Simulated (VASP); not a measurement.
Runs of VASP 6.6.1 on NaS3. The structure is that of space group Fm-3m (No. 225), or close to it. The cells are those of the table. 

```tsv
task	cell	k mesh	cutoff (eV)	gap on the mesh (eV)	pressure (GPa)	relaxed volume (Å³/atom)
relaxation of cell and atoms	relaxed from a = 4.702 Å, angles 60.0°, 4 atoms	12 × 12 × 12	600	none	-0.1	18.29
single point	a = 4.692 Å, angles 60.0°, 4 atoms	12 × 12 × 12	520	none	0.0	-
single point	a = 4.702 Å, angles 60.0°, 4 atoms	4 × 4 × 4	520	none	(a)	-
relaxation of cell and atoms	relaxed from a = 4.867 Å, angles 60.0°, 4 atoms	4 × 4 × 4	600	none	-0.1	18.29
```

Alike in all rows: level PBE; potentials or basis VASP PAW PBE potentials, release 64 (Na_pv, S); no spin polarisation; smearing gaussian 0.1 eV.

**Question.** Fill in the values left out.

**Answer.** (a) -0.3.

Caveats: some runs use coarse meshes.

A gap of «none» marks levels without a gap at the run's occupations.
